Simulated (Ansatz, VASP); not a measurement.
**PtSe2 in VASP and in Ansatz**

```xyz
6
Lattice="0.0000 4.1217 4.1217 4.1217 0.0000 4.1217 4.1217 4.1217 0.0000" Properties=species:S:1:pos:R:3 pbc="T T T"
Pt    0.0000    0.0000    0.0000
Pt    2.0609    2.0609    2.0609
Se    5.1522    5.1522    5.1522
Se    5.1522    3.0913    3.0913
Se    3.0913    3.0913    5.1522
Se    3.0913    5.1522    3.0913
```

Alike in both runs: task relaxation of cell and atoms; functional PBE; k mesh 4 × 4 × 4; occupations gaussian, width 0.1 eV; no spin polarisation.

|  | VASP | Ansatz |
| --- | --- | --- |
| version | VASP 6.6.1 | Ansatz 0.2.0 |
| potentials or method | VASP PAW PBE potentials, release 64 (Pt, Se), cutoff 600 eV | scalar-relativistic, plane waves, PAW |
| valence electrons in the cell | 44 | 100 |

|  | VASP | Ansatz | Ansatz less VASP |
| --- | --- | --- | --- |
| gap on the k mesh at the Fermi level, each at its own relaxed structure (eV) | none | none | - |
| relaxed volume (Å³/atom) | 19.56 | 19.58 | +0.019 |
| relaxed cell length with the largest relative difference (Å) | 5.496 | 5.498 | +0.0018 |

A gap of «none» marks a metal or a gap that the smearing closes. VASP's potentials hold 44 valence electrons a cell and Ansatz's 100, so a difference there can come from the potentials and not from the codes.

Neither program's run includes spin-orbit coupling. Noted on VASP's run: the volume moved by over 15 % at a fixed basis, so the end points are rough.
